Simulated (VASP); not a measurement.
# BeAs4 (Pm-3m) in VASP: a series of runs, part 2 of 2

VASP 6.6.1. Earlier steps stand in the parts before.

### 3 Relaxation of cell and atoms, PBE

This run uses another cell than the first one, of 23.56 Å³/atom, 0.984 times its volume.

The input, INCAR:

```
SYSTEM = BeAs4
  PREC = Accurate
  ENCUT = 600
  EDIFF = 1E-6
  ISMEAR = 0
  SIGMA = 0.1
  LREAL = .FALSE.
  LASPH = .TRUE.
  NELM = 100
  ALGO = Normal
  ISIF = 3
  LWAVE = .FALSE.
  LCHARG = .FALSE.
  GGA = PE
  IBRION = 2
  NSW = 100
  EDIFFG = -0.01
```

The input, KPOINTS:

```
regular mesh
0
G
  8 8 8
  0 0 0
```

The input, POSCAR:

```
BeAs4
1.0
    4.9022966246      0.0000000000      0.0000000000
    0.0000000000      4.9022966246      0.0000000000
    0.0000000000      0.0000000000      4.9022966246
Be As
1 4
Direct
    0.0000000000      0.0000000000      0.0000000000
    0.0000000000      0.5000000000      0.5000000000
    0.5000000000      0.0000000000      0.5000000000
    0.5000000000      0.5000000000      0.0000000000
    0.5000000000      0.5000000000      0.5000000000
```

Potentials or basis: VASP PAW PBE potentials, release 64 (Be, As).

Started as:

```sh
> cat potpaw_PBE.64/Be/POTCAR potpaw_PBE.64/As/POTCAR > POTCAR
> mpirun -np 1 vasp_std > vasp.out
```

OUTCAR:

```text
SYSTEM = BeAs4
   PREC = Accurate
   ENCUT = 600
   EDIFF = 1E-6
   ISMEAR = 0
   LREAL = .FALSE.
   LASPH = .TRUE.
   NELM = 100
   ISIF = 3
   GGA = PE
   IBRION = 2
   NSW = 100
   EDIFFG = -0.01

 ion  position               nearest neighbor table
   1  0.000  0.000  0.000-
   2  0.000  0.500  0.500-   5 2.45   5 2.45
   3  0.500  0.000  0.500-   5 2.45   5 2.45
   4  0.500  0.500  0.000-   5 2.45   5 2.45
   5  0.500  0.500  0.500-   2 2.45   3 2.45   4 2.45   4 2.45   3 2.45   2 2.45

  LATTYP: Found a simple cubic cell.
 ALAT       =     4.9022966246

  Lattice vectors:

 A1 = (   4.9022966246,   0.0000000000,   0.0000000000)
 A2 = (   0.0000000000,   4.9022966246,   0.0000000000)
 A3 = (   0.0000000000,   0.0000000000,   4.9022966246)

Analysis of symmetry for initial positions (statically):
=====================================================================
 Subroutine PRICEL returns:
 Original cell was already a primitive cell.

 Routine SETGRP: Setting up the symmetry group for a
 simple cubic supercell.

 Subroutine GETGRP returns: Found 48 space group operations
 (whereof 48 operations were pure point group operations)
 out of a pool of 48 trial point group operations.

The static configuration has the point symmetry O_h .

Analysis of symmetry for dynamics (positions and initial velocities):
=====================================================================
 Subroutine PRICEL returns:
 Original cell was already a primitive cell.

 Routine SETGRP: Setting up the symmetry group for a
 simple cubic supercell.

 Subroutine GETGRP returns: Found 48 space group operations
 (whereof 48 operations were pure point group operations)
 out of a pool of 48 trial point group operations.

The dynamic configuration has the point symmetry O_h .

 Subroutine INISYM returns: Found 48 space group operations
 (whereof 48 operations are pure point group operations),
 and found     1 'primitive' translations

----------------------------------------------------------------------------------------

                                     Primitive cell

  volume of cell :     117.8145

  direct lattice vectors                    reciprocal lattice vectors
     4.902296625  0.000000000  0.000000000     0.203986025  0.000000000  0.000000000
     0.000000000  4.902296625  0.000000000     0.000000000  0.203986025  0.000000000
     0.000000000  0.000000000  4.902296625     0.000000000  0.000000000  0.203986025

  length of vectors
     4.902296625  4.902296625  4.902296625     0.203986025  0.203986025  0.203986025

  position of ions in fractional coordinates (direct lattice)
     0.000000000  0.000000000  0.000000000
     0.000000000  0.500000000  0.500000000
     0.500000000  0.000000000  0.500000000
     0.500000000  0.500000000  0.000000000
     0.500000000  0.500000000  0.500000000

  ion indices of the primitive-cell ions
   primitive index   ion index
                 1           1
                 2           2
                 3           3
                 4           4
                 5           5

----------------------------------------------------------------------------------------

 KPOINTS: regular mesh

Automatic generation of k-mesh.
 Grid dimensions read from file:
 generate k-points for:    8    8    8

 Generating k-lattice:

[... 58 lines left out ...]
   LASPH  =      T    aspherical Exc in radial PAW
   ENCUT  =  600.0 eV  44.10 Ry    6.64 a.u.   9.79  9.79  9.79*2*pi/ulx,y,z
   NELM   =    100;   NELMIN=  2; NELMDL= -5     # of ELM steps
   EDIFF  = 0.1E-05   stopping-criterion for ELM
   LREAL  =      F    real-space projection
   EDIFFG = -.1E-01   stopping-criterion for IOM
   NSW    =    100    number of steps for IOM
   IBRION =      2    ionic relax: 0-MD 1-quasi-New 2-CG
   NFREE  =      1    steps in history (QN), initial steepest desc. (CG)
   ISIF   =      3    stress and relaxation
   ISYM   =      2    0-nonsym 1-usesym 2-fastsym
   POTIM  = 0.5000    time-step for ionic-motion
   TEBEG  =    0.0;   TEEND  =   0.0 temperature during run
   PSTRESS=    0.0 pullay stress
   NELECT =      22.0000    total number of electrons
   NUPDOWN=      -1.0000    fix difference up-down
   EMIN   =  10.00;   EMAX   =-10.00  energy-range for DOS
   EFERMI =   0.00;   METHOD = LEGACY
   ISMEAR =     0;   SIGMA  =   0.10  broadening in eV -4-tet -1-fermi 0-gaus
   EFERMI_NEDOS =   21; number of points for ismear=-14 and -15
   IALGO  =     38    algorithm
   IMIX   =      4    mixing-type and parameters
     AMIX     =   0.40;   BMIX     =  1.00
     AMIX_MAG =   1.60;   BMIX_MAG =  1.00
  volume/ion in A,a.u.               =      23.56       159.01
  Fermi-wavevector in a.u.,A,eV,Ry     =   0.935728  1.768269 11.913074  0.875586
  Thomas-Fermi vector in A             =   2.062665
   LORBIT       =      0    0 simple, 1 ext, 2 COOP (PROOUT), +10 PAW based schemes
   GGA     = PE    functional components
   LHFCALC =     F    Hartree Fock is set to
   AEXX    =    0.0000 exact exchange contribution
   IVDW    =     0    specifies the selected vdW correction
   LEPSILON=     F    determine dielectric tensor
   LRPA    =     F    only Hartree local field effects (RPA)
 conjugate gradient relaxation of ions
 non-spin polarized calculation
 Gauss-broadening in eV      SIGMA  =   0.10
  energy-cutoff  :      600.00
  volume of cell :      117.81
 maximum number of plane-waves:      3952
 NGX is ok and might be reduce to    40
   NGX = 19   NGY = 19   NGZ = 19

--------------------------------------- Ionic step        1  -------------------------------------------

 number of electron      21.9999996 magnetization

 Free energy of the ion-electron system (eV)
  ---------------------------------------------------
  ext. energy  EPLUGINS =         0.00000000
  ---------------------------------------------------
  free energy    TOTEN  =       -16.17013963 eV

  energy without entropy =      -16.14612157  energy(sigma->0) =      -16.15813060

------------------------ aborting loop because EDIFF is reached ----------------------------------------

  FORCE on cell =-STRESS in cart. coord.  units (eV):
  Direction    XX          YY          ZZ          XY          YZ          ZX
  --------------------------------------------------------------------------------------
  -------------------------------------------------------------------------------------
  Total        0.7832192      0.7832192      0.7832192      0.0000000     -0.0000000      0.0000000
  in kB       10.6511167     10.6511167     10.6511167      0.0000000     -0.0000000      0.0000000
  external PRESSURE =      10.6511167 kB  Pullay stress =       0.0000000 kB
[... 65 lines left out ...]
--------------------------------------- Ionic step        3  -------------------------------------------

 number of electron      21.9999993 magnetization

 Free energy of the ion-electron system (eV)
  ---------------------------------------------------
  ext. energy  EPLUGINS =         0.00000000
  ---------------------------------------------------
  free energy    TOTEN  =       -16.17809508 eV

  energy without entropy =      -16.15307468  energy(sigma->0) =      -16.16558488

 E-fermi :   3.2171     XC(G=0):  -9.0873

 val. band max:        3.1896730811   @ k =   0.5000   0.1250   0.0000
 cond. band min:       3.2186214286   @ k =   0.2500   0.2500   0.1250
 fundamental gap:      0.0289483475
 Fermi energy:         3.2170935698

 k-point     1 :       0.0000    0.0000    0.0000
  band No.  band energies     occupation
      1     -11.4669      2.00000
      2      -6.4374      2.00000
      3      -6.4374      2.00000
      4      -3.5125      2.00000
      5      -3.0122      2.00000
      6      -3.0122      2.00000
      7      -3.0122      2.00000
      8       2.4302      2.00000
      9       2.8572      2.00000
     10       2.8572      2.00000
     11       2.8572      2.00000
     12       3.3305      0.10866
     13       3.3305      0.10866
     14       3.3305      0.10866
[... 401 lines left out ...]
      2      -7.9495      2.00000
      3      -7.6900      2.00000
      4      -5.7493      2.00000
      5      -1.7518      2.00000
      6      -0.8025      2.00000
      7       0.8720      2.00000
      8       0.9321      2.00000
      9       1.7455      2.00000
     10       2.7744      2.00000
     11       3.2695      0.45903
     12       3.3612      0.04153
     13       4.0662      0.00000
     14       4.1123      0.00000
     15       4.9196      0.00000

 [... further k-points ...]

------------------------ aborting loop because EDIFF is reached ----------------------------------------

  FORCE on cell =-STRESS in cart. coord.  units (eV):
  Direction    XX          YY          ZZ          XY          YZ          ZX
  --------------------------------------------------------------------------------------
  -------------------------------------------------------------------------------------
  Total        0.0011251      0.0011251      0.0011251     -0.0000000      0.0000000     -0.0000000
  in kB        0.0149895      0.0149895      0.0149895     -0.0000000      0.0000000     -0.0000000
  external PRESSURE =       0.0149895 kB  Pullay stress =       0.0000000 kB
[... 20 lines left out ...]
  FREE ENERGIE OF THE ION-ELECTRON SYSTEM (eV)
  ---------------------------------------------------
  free  energy   TOTEN  =       -16.1780950751 eV

  energy  without entropy=      -16.1530746798  energy(sigma->0) =      -16.16558488

 reached required accuracy - stopping structural energy minimisation
```

CONTCAR:

```text
BeAs4
   1.00000000000000
     4.9359549380932668    0.0000000000000000    0.0000000000000000
     0.0000000000000000    4.9359549380932668    0.0000000000000000
     0.0000000000000000   -0.0000000000000000    4.9359549380932668
  Be              As
     1     4
Direct
     0.0000000000000000    0.0000000000000000    0.0000000000000000
     0.0000000000000000    0.5000000000000000    0.5000000000000000
     0.5000000000000000    0.0000000000000000    0.5000000000000000
     0.5000000000000000    0.5000000000000000    0.0000000000000000
     0.5000000000000000    0.5000000000000000    0.5000000000000000

  0.00000000E+00  0.00000000E+00  0.00000000E+00
  0.00000000E+00  0.00000000E+00  0.00000000E+00
  0.00000000E+00  0.00000000E+00  0.00000000E+00
  0.00000000E+00  0.00000000E+00  0.00000000E+00
  0.00000000E+00  0.00000000E+00  0.00000000E+00
```

It took 60 s on 1 thread of AMD EPYC 9R45 (Zen 5), shared host; peak memory 0.25 GiB.

Results:

* Free energy: -16.1781 eV
* Relaxed volume: 24.05 Å³/atom
* Relaxed cell: a = 4.936 Å, b = 4.936 Å, c = 4.936 Å, α = 90.00°, β = 90.00°, γ = 90.00°
* Space group after relaxing (to 0.05 Å): Pm-3m (No. 221)
* Energy gained by relaxing: 1.6 meV/atom
* Ionic steps: 3
* Pressure after relaxing: 0.0 GPa
* Band gap on the k mesh: zero (band 11 reaches 3.92 eV, above the bottom of band 12 at 2.38 eV)

Step by step:
```
step  energy change (eV)  largest force (eV/Å)  pressure (GPa)  volume (Å³)
   1              0.0000                0.0000            1.07       117.81
   2             -0.0079                0.0000           -0.10       120.51
   3             -0.0080                0.0000            0.00       120.26
```

Final structure:
```yaml
crystal:
  lattice:
    - [4.93595, 0.00000, 0.00000]
    - [0.00000, 4.93595, 0.00000]
    - [0.00000, 0.00000, 4.93595]
  atoms:
    - { symbol: Be, position: [0.00000, 0.00000, 0.00000] }
    - { symbol: As, position: [0.00000, 0.50000, 0.50000] }
    - { symbol: As, position: [0.50000, 0.00000, 0.50000] }
    - { symbol: As, position: [0.50000, 0.50000, 0.00000] }
    - { symbol: As, position: [0.50000, 0.50000, 0.50000] }
```
